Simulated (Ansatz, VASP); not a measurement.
# ScAl2N3: VASP beside Ansatz

```
Sc Al N
1.0
     5.99461    0.00000    0.00000
    -2.99731    5.19149    0.00000
     0.00000    0.00000    3.19266
Sc Al N
1 2 3
Direct
  0.00000 0.00000 0.00000
  0.33333 0.66667 0.50000
  0.66667 0.33333 0.50000
  0.50000 0.00000 0.50000
  0.00000 0.50000 0.50000
  0.50000 0.50000 0.50000
```

Alike in both runs: functional PBE; k mesh 3 × 3 × 3; occupations gaussian, width 0.15 eV; no spin polarisation.

Ansatz relaxed the structure, and its values are those at the end. VASP's run is a single point on that final structure, the one shown.

|  | VASP | Ansatz |
| --- | --- | --- |
| version | VASP 6.6.1 | Ansatz 0.2.0 |
| potentials or method | VASP PAW PBE potentials, release 64 (Sc_sv, Al, N), cutoff 600 eV | scalar-relativistic, plane waves, PAW |
| valence electrons in the cell | 32 | 32 |

```csv
,VASP,Ansatz,Ansatz less VASP
gap on the k mesh at the Fermi level (eV),none,none,-
pressure (GPa),-0.1,0.0,+0.07
```

A gap of «none» marks a metal or a gap that the smearing closes.

The k mesh is coarse, so the values compare programs but aren't converged.
